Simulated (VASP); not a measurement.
# SiC (C222_1) in VASP: further runs

SiC is run at these levels: PBE; tasks: single point.

All numbers are computed with VASP 6.6.1; they aren't measurements. Logs are shortened: lines on timing, memory, paths and dates and some standing lists are left out, and cuts for length are marked.

## (1) The cell of the first run

Symmetry: C222_1, No. 20, orthorhombic system. Conventional cell: a = 4.380 Å, b = 4.380 Å, c = 4.380 Å, α = 90.00°, β = 90.00°, γ = 90.00°. Within 2.5 Å of Si (site symmetry 2) lie 4 C at 1.87 to 1.99 Å. C (site symmetry 2) has 4 Si at 1.87 to 1.99 Å within 2.5 Å.

## (2) Single point, PBE (atoms displaced along a vibrational mode)

Input file INCAR:

```
ALGO = Normal ; EDIFF = 1E-6
ENCUT = 520 ; GGA = PE
ISIF = 2 ; ISMEAR = 0
LASPH = True ; LCHARG = False
LREAL = False ; LWAVE = False
NBANDS = 16 ; NELM = 60
PREC = Accurate ; SIGMA = 0.05
```

Input file KPOINTS:

```
k-points
0
Gamma
  10 10 6
```

Input file POSCAR:

```
SiC
1.0
    0.0000000000     -2.1898640950     -2.1898640950
    0.0000000000      2.1898640950     -2.1898640950
    4.3797281900      0.0000000000      0.0000000000
Si C
2 2
Direct
    0.4315025986      0.5684974014      0.5000000000
    0.0684974014     -0.0684974014      0.0000000000
    0.9549713705      0.4549713705      0.2500000000
    0.5450286295      0.0450286295      0.7500000000
```

Potentials or basis: VASP PAW PBE potentials, release 64 (Si, C).

The run is started by

```console
$ cat potpaw_PBE.64/Si/POTCAR potpaw_PBE.64/C/POTCAR > POTCAR
$ mpirun -np 1 vasp_std > vasp.out
```

OUTCAR:

```text
EDIFF = 1E-6
   ENCUT = 520
   GGA = PE
   ISIF = 2
   ISMEAR = 0
   LASPH = True
   LREAL = False
   NELM = 60
   PREC = Accurate

 ion  position               nearest neighbor table
   1  0.432  0.568  0.500-   3 1.87   4 1.87   3 1.99   4 1.99   2 2.71   2 2.71
   2  0.068  0.932  0.000-   3 1.87   4 1.87   3 1.99   4 1.99   1 2.71   1 2.71
   3  0.955  0.455  0.250-   1 1.87   2 1.87   2 1.99   1 1.99
   4  0.545  0.045  0.750-   1 1.87   2 1.87   2 1.99   1 1.99

  LATTYP: Found a simple tetragonal cell.
 ALAT       =     3.0969355029
 C/A-ratio  =     1.4142135624

  Lattice vectors:

 A1 = (   0.0000000000,  -2.1898640950,  -2.1898640950)
 A2 = (   0.0000000000,   2.1898640950,  -2.1898640950)
 A3 = (   4.3797281900,   0.0000000000,   0.0000000000)

Analysis of symmetry for initial positions (statically):
=====================================================================
 Subroutine PRICEL returns:
 Original cell was already a primitive cell.

 Routine SETGRP: Setting up the symmetry group for a
 simple tetragonal supercell.

 Subroutine GETGRP returns: Found  4 space group operations
 (whereof  2 operations were pure point group operations)
 out of a pool of 16 trial point group operations.

The static configuration has the point symmetry C_2 .
 The point group associated with its full space group is D_2 .

Analysis of symmetry for dynamics (positions and initial velocities):
=====================================================================
 Subroutine PRICEL returns:
 Original cell was already a primitive cell.

 Routine SETGRP: Setting up the symmetry group for a
 simple tetragonal supercell.

 Subroutine GETGRP returns: Found  4 space group operations
 (whereof  2 operations were pure point group operations)
 out of a pool of 16 trial point group operations.

The dynamic configuration has the point symmetry C_2 .
 The point group associated with its full space group is D_2 .

 Subroutine INISYM returns: Found  4 space group operations
 (whereof  2 operations are pure point group operations),
 and found     1 'primitive' translations

----------------------------------------------------------------------------------------

                                     Primitive cell

  volume of cell :      42.0060

  direct lattice vectors                    reciprocal lattice vectors
     0.000000000 -2.189864095 -2.189864095     0.000000000 -0.228324671 -0.228324671
     0.000000000  2.189864095 -2.189864095     0.000000000  0.228324671 -0.228324671
     4.379728190  0.000000000  0.000000000     0.228324671  0.000000000  0.000000000

  length of vectors
     3.096935503  3.096935503  4.379728190     0.322899847  0.322899847  0.228324671

  position of ions in fractional coordinates (direct lattice)
     0.431502599  0.568497401  0.500000000
     0.068497401  0.931502599  0.000000000
     0.954971370  0.454971370  0.250000000
     0.545028630  0.045028630  0.750000000

  ion indices of the primitive-cell ions
   primitive index   ion index
                 1           1
                 2           2
                 3           3
                 4           4

----------------------------------------------------------------------------------------

 KPOINTS: k-points

Automatic generation of k-mesh.
 Grid dimensions read from file:
 generate k-points for:   10   10    6

 Generating k-lattice:

  Cartesian coordinates                     Fractional coordinates (reciprocal lattice)
     0.000000000 -0.022832467 -0.022832467     0.100000000  0.000000000  0.000000000
     0.000000000  0.022832467 -0.022832467     0.000000000  0.100000000  0.000000000
     0.038054112  0.000000000  0.000000000     0.000000000  0.000000000  0.166666667

  Length of vectors
     0.032289985  0.032289985  0.038054112

  Shift w.r.t. Gamma in fractional coordinates (k-lattice)
     0.000000000  0.000000000  0.000000000

 Subroutine IBZKPT returns following result:
 ===========================================

 Found    124 irreducible k-points:

 Following reciprocal coordinates:
            Coordinates               Weight
  0.000000  0.000000  0.000000      1.000000
  0.100000  0.000000  0.000000      4.000000
  0.200000  0.000000  0.000000      4.000000
  0.300000  0.000000  0.000000      4.000000
  0.400000  0.000000  0.000000      4.000000
  0.500000  0.000000  0.000000      2.000000
[... 16 lines left out ...]
  0.300000  0.300000  0.000000      2.000000
 -0.300000  0.300000  0.000000      2.000000
 [... further k-points ...]
   k-points           NKPTS =    124   k-points in BZ     NKDIM =    124   number of bands    NBANDS=     16
   number of dos      NEDOS =    301   number of ions     NIONS =      4
   total plane-waves  NPLWV =  20736
   dimension x,y,z NGX =    24 NGY =   24 NGZ =   36
   dimension x,y,z NGXF=    48 NGYF=   48 NGZF=   72
   ions per type =               2   2
   NGX,Y,Z   is equivalent  to a cutoff of  12.88, 12.88, 13.66 a.u.
   NGXF,Y,Z  is equivalent  to a cutoff of  25.77, 25.77, 27.33 a.u.
 SYSTEM =  unknown system
   PREC   = accura    normal or accurate (medium, high low for compatibility)
   ISTART =      0    job   : 0-new  1-cont  2-samecut
   ICHARG =      2    charge: 1-file 2-atom 10-const
   ISPIN  =      1    spin polarized calculation?
   LNONCOLLINEAR =      F non collinear calculations
   LSORBIT =      F    spin-orbit coupling
   LASPH  =      T    aspherical Exc in radial PAW
   ENCUT  =  520.0 eV  38.22 Ry    6.18 a.u.   5.76  5.76  8.14*2*pi/ulx,y,z
   NELM   =     60;   NELMIN=  2; NELMDL= -5     # of ELM steps
   EDIFF  = 0.1E-05   stopping-criterion for ELM
   LREAL  =      F    real-space projection
   EDIFFG = 0.1E-04   stopping-criterion for IOM
   NSW    =      0    number of steps for IOM
   IBRION =     -1    ionic relax: 0-MD 1-quasi-New 2-CG
   NFREE  =      0    steps in history (QN), initial steepest desc. (CG)
   ISIF   =      2    stress and relaxation
   ISYM   =      2    0-nonsym 1-usesym 2-fastsym
   POTIM  = 0.5000    time-step for ionic-motion
   TEBEG  =    0.0;   TEEND  =   0.0 temperature during run
   PSTRESS=    0.0 pullay stress
   NELECT =      16.0000    total number of electrons
   NUPDOWN=      -1.0000    fix difference up-down
   EMIN   =  10.00;   EMAX   =-10.00  energy-range for DOS
   EFERMI =   0.00;   METHOD = LEGACY
   ISMEAR =     0;   SIGMA  =   0.05  broadening in eV -4-tet -1-fermi 0-gaus
   EFERMI_NEDOS =   21; number of points for ismear=-14 and -15
   IALGO  =     38    algorithm
   IMIX   =      4    mixing-type and parameters
     AMIX     =   0.40;   BMIX     =  1.00
     AMIX_MAG =   1.60;   BMIX_MAG =  1.00
  volume/ion in A,a.u.               =      10.50        70.87
  Fermi-wavevector in a.u.,A,eV,Ry     =   1.186709  2.242555 19.160797  1.408279
  Thomas-Fermi vector in A             =   2.322876
   LORBIT       =      0    0 simple, 1 ext, 2 COOP (PROOUT), +10 PAW based schemes
   GGA     = PE    functional components
   LHFCALC =     F    Hartree Fock is set to
   AEXX    =    0.0000 exact exchange contribution
   IVDW    =     0    specifies the selected vdW correction
   LEPSILON=     F    determine dielectric tensor
   LRPA    =     F    only Hartree local field effects (RPA)
 non-spin polarized calculation
 Gauss-broadening in eV      SIGMA  =   0.05
  energy-cutoff  :      520.00
  volume of cell :       42.01
 maximum number of plane-waves:      1176
   NGX = 11   NGY = 11   NGZ = 17

 number of electron      15.9999999 magnetization

 Free energy of the ion-electron system (eV)
  ---------------------------------------------------
  ext. energy  EPLUGINS =         0.00000000
  ---------------------------------------------------
  free energy    TOTEN  =       -28.74158776 eV

  energy without entropy =      -28.74158776  energy(sigma->0) =      -28.74158776

 E-fermi :   8.5030     XC(G=0): -11.3627

 val. band max:        8.2106218837   @ k =   0.0000   0.0000   0.0000
 cond. band min:       8.8327724259   @ k =   0.5000   0.5000   0.0000
 fundamental gap:      0.6221505422
 Fermi energy:         8.5029988614

 k-point     1 :       0.0000    0.0000    0.0000
  band No.  band energies     occupation
      1      -7.3515      2.00000
      2      -2.4212      2.00000
      3       0.3224      2.00000
      4       4.9375      2.00000
      5       5.2643      2.00000
      6       7.7174      2.00000
[... 8 lines left out ...]
     15      19.5731      0.00000
     16      21.4802      0.00000

 k-point     2 :       0.1000    0.0000    0.0000
  band No.  band energies     occupation
      1      -7.2225      2.00000
      2      -2.3851      2.00000
      3       0.4272      2.00000
      4       4.2404      2.00000
      5       5.2174      2.00000
      6       7.4002      2.00000
[... 8 lines left out ...]
     15      19.3618      0.00000
     16      21.1622      0.00000

 k-point     3 :       0.2000    0.0000    0.0000
  band No.  band energies     occupation
      1      -6.8388      2.00000
      2      -2.3510      2.00000
      3       0.7014      2.00000
      4       2.9523      2.00000
      5       5.4723      2.00000
      6       6.1122      2.00000
[... 8 lines left out ...]
     15      18.7825      0.00000
     16      20.3431      0.00000

 k-point     4 :       0.3000    0.0000    0.0000
  band No.  band energies     occupation
      1      -6.2132      2.00000
      2      -2.5804      2.00000
      3       0.9726      2.00000
      4       2.3602      2.00000
      5       4.6118      2.00000
      6       5.9122      2.00000
[... 8 lines left out ...]
     15      18.5421      0.00000
     16      19.4185      0.00000
[... 324 lines left out ...]
 k-point    22 :       0.5000    0.2000    0.0000
  band No.  band energies     occupation
      1      -4.0795      2.00000
      2      -3.7113      2.00000
      3       1.9068      2.00000
      4       2.1511      2.00000
      5       4.0478      2.00000
      6       4.2195      2.00000
[... 8 lines left out ...]
     15      19.7858      0.00000
     16      20.6647      0.00000

 k-point    23 :       0.3000    0.3000    0.0000
  band No.  band energies     occupation
      1      -5.1024      2.00000
      2      -2.2292      2.00000
      3       1.0671      2.00000
      4       3.3243      2.00000
      5       3.3462      2.00000
      6       3.6778      2.00000
[... 8 lines left out ...]
     15      19.6332      0.00000
     16      20.3157      0.00000

 k-point    24 :      -0.3000    0.3000    0.0000
  band No.  band energies     occupation
      1      -5.1099      2.00000
      2      -2.1815      2.00000
      3       0.9304      2.00000
      4       3.1958      2.00000
      5       3.5521      2.00000
      6       3.8097      2.00000
[... 8 lines left out ...]
     15      19.4449      0.00000
     16      19.7335      0.00000

 [... further k-points ...]
[... 5 lines left out ...]
  --------------------------------------------------------------------------------------
  -------------------------------------------------------------------------------------
  Total        1.1445502     -1.8416397     -0.6066216      0.0000000      0.0000000      0.0000000
  in kB       43.6549956    -70.2431145    -23.1375287      0.0000000      0.0000000      0.0000000
  external PRESSURE =     -16.5752158 kB  Pullay stress =       0.0000000 kB

 VOLUME and BASIS-vectors are now :
 -----------------------------------------------------------------------------
  energy-cutoff  :      520.00
  volume of cell :       42.01
      direct lattice vectors                 reciprocal lattice vectors
     0.000000000 -2.189864095 -2.189864095     0.000000000 -0.228324671 -0.228324671
     0.000000000  2.189864095 -2.189864095     0.000000000  0.228324671 -0.228324671
     4.379728190  0.000000000  0.000000000     0.228324671  0.000000000  0.000000000

 POSITION                                       TOTAL-FORCE (eV/Angst)
 -----------------------------------------------------------------------------------
      2.18986      0.30000     -2.18986         0.000000     -3.637854      0.000000
      0.00000      1.88986     -2.18986         0.000000      3.637854      0.000000
      1.09493     -1.09493     -3.08758        -0.000000     -0.000000     -1.179923
      3.28480     -1.09493     -1.29215         0.000000     -0.000000      1.179923
 -----------------------------------------------------------------------------------
    total drift:                               -0.000000      0.000000     -0.000000

  FREE ENERGIE OF THE ION-ELECTRON SYSTEM (eV)
  ---------------------------------------------------
  free  energy   TOTEN  =       -28.7415877569 eV

  energy  without entropy=      -28.7415877569  energy(sigma->0) =      -28.74158776
```

Wall time 38 s (1 thread of Intel Xeon 6455B, shared host); peak memory 0.2 GiB.

Results:

- Free energy: -28.7416 eV
- Pressure: -1.7 GPa
- Largest force: 3.638 eV/Å
- Band gap on the k mesh: 0.62 eV (least direct gap 0.99 eV)

Forces in eV/Å, atoms in the order of the input:
```
Si   0.000 -3.638  0.000
Si   0.000  3.638  0.000
C    0.000  0.000 -1.180
C    0.000  0.000  1.180
```

Stress tensor (GPa, compression positive):
```
 4.37  0.00  0.00
 0.00 -7.02  0.00
 0.00  0.00 -2.31
```

Caveat: the cell differs from its parent crystal (atoms displaced along a vibrational mode); forces of over 1 eV/Å act on the atoms, so gaps and moduli don't describe the material at rest.

## (3) Single point, PBE (atoms displaced along a vibrational mode)

Input file INCAR:

```
SYSTEM = SiC
  ALGO = Normal
  EDIFF = 1E-6
  ENCUT = 520
  GGA = PE
  ISIF = 2
  ISMEAR = 0
  LASPH = .TRUE.
  LCHARG = .FALSE.
  LREAL = .FALSE.
  LWAVE = .FALSE.
  NBANDS = 16
  NELM = 60
  PREC = Accurate
  SIGMA = 0.05
```

Input file KPOINTS:

```
k-points
0
G
  10 10 6
  0 0 0
```

Input file POSCAR:

```
SiC
1.0
    0.0000000000     -2.1898640950     -2.1898640950
    0.0000000000      2.1898640950     -2.1898640950
    4.3797281900      0.0000000000      0.0000000000
Si C
2 2
Direct
    0.5513730511      0.4486269489      0.5000000000
   -0.0513730511      0.0513730511      0.0000000000
    1.0337714721      0.5337714721      0.2500000000
    0.4662285279     -0.0337714721      0.7500000000
```

Potentials or basis: VASP PAW PBE potentials, release 64 (Si, C).

The run is started by

```console
$ cat potpaw_PBE.64/Si/POTCAR potpaw_PBE.64/C/POTCAR > POTCAR
$ mpirun -np 1 vasp_std > vasp.out
```

Run time: 44 s. Hardware: 1 thread of Intel Xeon 6455B, shared host; peak memory 0.2 GiB.

It converged, with:

```yaml
Free_energy: -29.3319 eV
Pressure: -1.1 GPa
Largest_force: 2.860 eV/Å
Band_gap_on_the_k_mesh: 0.94 eV (least direct gap 1.14 eV)
```

Forces on the atoms (eV/Å):
```
Si   0.000  2.860  0.000
Si   0.000 -2.860  0.000
C    0.000  0.000  0.875
C    0.000  0.000 -0.875
```

Stress tensor (GPa, compression positive):
```
 2.33  0.00  0.00
 0.00 -4.05  0.00
 0.00  0.00 -1.46
```

Levels at points of the mesh, in eV from the valence-band top:
| k point | band 4 | band 5 | band 6 | band 7 | band 8 | band 9 | band 10 | band 11 | band 12 | band 13 |
| --- | --- | --- | --- | --- | --- | --- | --- | --- | --- | --- |
| (0.00, 0.00, 0.00) | -3.22 | -3.03 | -0.27 | -0.15 | 0.00 | 1.14 | 4.12 | 5.09 | 7.13 | 7.36 |
| (0.50, 0.00, 0.00) | -5.88 | -4.44 | -4.30 | -1.20 | -1.14 | 4.55 | 5.85 | 6.87 | 8.20 | 8.37 |
| (0.50, 0.50, 0.00) | -7.78 | -3.27 | -3.18 | -3.15 | -3.11 | 0.94 | 0.96 | 3.77 | 3.92 | 13.50 |
| (0.00, 0.00, 0.50) | -3.54 | -1.88 | -1.88 | -1.82 | -1.82 | 3.55 | 3.55 | 5.70 | 5.70 | 9.64 |
| (0.50, 0.00, 0.50) | -8.58 | -1.07 | -1.07 | -1.02 | -1.02 | 4.70 | 4.70 | 6.65 | 6.65 | 7.16 |
| (0.50, 0.50, 0.50) | -7.05 | -5.09 | -5.09 | -4.67 | -4.67 | 4.71 | 4.71 | 8.54 | 8.54 | 9.16 |

Caveat: the cell differs from its parent crystal (atoms displaced along a vibrational mode); forces of over 1 eV/Å act on the atoms, so gaps and moduli don't describe the material at rest. A k mesh can miss the band edges.

## (4) Single point, PBE (atoms displaced along a vibrational mode)

Input file INCAR:

```
SYSTEM = SiC
  PREC = Accurate
  ENCUT = 520
  EDIFF = 1E-6
  ISMEAR = 0
  SIGMA = 0.05
  LREAL = .FALSE.
  LASPH = .TRUE.
  NELM = 100
  ALGO = Normal
  ISIF = 2
  LWAVE = .FALSE.
  LCHARG = .FALSE.
  GGA = PE
  NBANDS = 16
```

Input file KPOINTS:

```
regular mesh
0
G
  10 10 6
  0 0 0
```

Input file POSCAR:

```
SiC
1.0
    0.0000000000     -2.1898640950     -2.1898640950
    0.0000000000      2.1898640950     -2.1898640950
    4.3797281900      0.0000000000      0.0000000000
Si C
2 2
Direct
    0.4657512993      0.5342487007      0.5000000000
    0.0342487007     -0.0342487007      0.0000000000
    0.9774856853      0.4774856853      0.2500000000
    0.5225143147      0.0225143147      0.7500000000
```

The run is started by

```console
$ cat potpaw_PBE.64/Si/POTCAR potpaw_PBE.64/C/POTCAR > POTCAR
$ mpirun -np 1 vasp_std > vasp.out
```

Run time: 62 s. Hardware: 1 thread of Intel Xeon 6455B, shared host; peak memory 0.2 GiB.

The run converged. Its results:

* Free energy: -29.7667 eV
* Pressure: -0.5 GPa
* Largest force: 1.967 eV/Å
* Band gap on the k mesh: 1.18 eV (least direct gap 1.26 eV)

Forces in eV/Å, atoms in the order of the input:
```
Si   0.000 -1.967  0.000
Si   0.000  1.967  0.000
C    0.000  0.000 -0.576
C    0.000  0.000  0.576
```

Stress tensor (GPa, compression positive):
```
 0.97  0.00  0.00
 0.00 -1.85  0.00
 0.00  0.00 -0.73
```

Levels at points of the mesh, in eV from the valence-band top:
| k point | band 6 | band 7 | band 8 | band 9 | band 10 | band 11 |
| --- | --- | --- | --- | --- | --- | --- |
| (0.00, 0.00, 0.00) | -0.12 | -0.06 | 0.00 | 1.26 | 4.20 | 5.61 |
| (0.50, 0.00, 0.00) | -4.28 | -1.19 | -1.15 | 4.93 | 5.77 | 7.55 |
| (0.50, 0.50, 0.00) | -3.16 | -3.16 | -3.13 | 1.18 | 1.18 | 4.04 |
| (0.00, 0.00, 0.50) | -1.90 | -1.87 | -1.87 | 3.81 | 3.81 | 6.00 |
| (0.50, 0.00, 0.50) | -1.06 | -1.03 | -1.03 | 5.03 | 5.03 | 6.91 |
| (0.50, 0.50, 0.50) | -5.00 | -4.64 | -4.64 | 4.97 | 4.97 | 8.85 |

Caveat: the cell differs from its parent crystal (atoms displaced along a vibrational mode); forces of over 1 eV/Å act on the atoms, so gaps and moduli don't describe the material at rest. A k mesh can miss the band edges.

## (5) Summary

| cell | gap on the mesh (eV) | pressure (GPa) | largest force (eV/Å) |
| --- | --- | --- | --- |
| as given, atomic positions A | 0.62 | -1.7 | 3.64 |
| as given, atomic positions B | 0.94 | -1.1 | 2.86 |
| as given, atomic positions C | 1.18 | -0.5 | 1.97 |

Alike in all rows: task single point; level PBE; potentials or basis VASP PAW PBE potentials, release 64 (Si, C); no spin polarisation; k mesh 10 × 10 × 6; cutoff (eV) 520; smearing gaussian 0.05 eV.

Caveats: forces of over 1 eV/Å act on the atoms, so gaps and moduli don't describe the material at rest.

Absolute energies hang on the potentials; compare differences alone.
